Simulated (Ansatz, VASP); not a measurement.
## PbO: VASP beside Ansatz

```
Pb O
1.0
    -0.02311    2.58341    2.58341
     2.58341   -0.02311    2.58341
     2.58341    2.58341   -0.02311
Pb O
1 1
Direct
  0.00000 0.00000 0.00000
  0.50000 0.50000 0.50000
```

Change from the starting cell: shear_111 strain -1.3%.

Alike in both runs: task single point; functional r2SCAN; k mesh 8 × 8 × 8; occupations fermi-dirac, width 0.02 eV; no spin polarisation.

|  | VASP | Ansatz |
| --- | --- | --- |
| version | VASP 6.6.1 | Ansatz 0.2.0 |
| potentials or method | VASP PAW PBE potentials, release 64 (Pb_d, O) | plane waves, PAW |
| plane-wave cutoff (eV) | 520 | 500 |
| valence electrons in the cell | 20 | 20 |

Ansatz gave:

| Property | Result |
| --- | --- |
| pressure (GPa) | 1.4 |
| traceless stress, the component that is largest in VASP (GPa) | 0.27 |

Question: Estimate VASP's values.

Answer: Pressure (GPa): 1.5; traceless stress, the component that is largest in VASP (GPa): 0.27.

VASP's potentials were made for PBE, not for r2SCAN.

Neither program's run includes spin-orbit coupling.
